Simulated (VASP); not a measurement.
A run of VASP 6.6.1 is set up as follows.

The input INCAR:

```
SYSTEM = BaO
ALGO = Normal
EDIFF = 1E-6
ENCUT = 600
GGA = PE
GGA_COMPAT = .FALSE.
ISIF = 2
ISMEAR = 0
IVDW = 12
LASPH = .TRUE.
LCHARG = .FALSE.
LREAL = .FALSE.
LWAVE = .FALSE.
NBANDS = 15
NELM = 120
PREC = Accurate
SIGMA = 0.02
```

Contents of KPOINTS:

```
k-points
0
G
  8 8 8
  0 0 0
```

Contents of POSCAR:

```
BaO
1.0
    0.0000000000      2.7643618899      2.7643618899
    2.7643618899      0.0000000000      2.7643618899
    2.7643618899      2.7643618899      0.0000000000
Ba O
1 1
Direct
    0.0000000000      0.0000000000      0.0000000000
    0.5000000000      0.5000000000      0.5000000000
```

Potentials or basis: VASP PAW PBE potentials, release 64 (Ba_sv, O).

The run is started by

```bash
$ cat potpaw_PBE.64/Ba_sv/POTCAR potpaw_PBE.64/O/POTCAR > POTCAR
$ mpirun -np 1 vasp_std > vasp.out
```

Predict the band gap on the k mesh.

1.96 eV.

Estimate the dispersion energy per atom.

-0.228 eV.

Predict the pressure.

1.7 GPa.

Caveat: spin-orbit coupling is left out, which moves the levels of the heavy elements. A k mesh can miss the band edges.
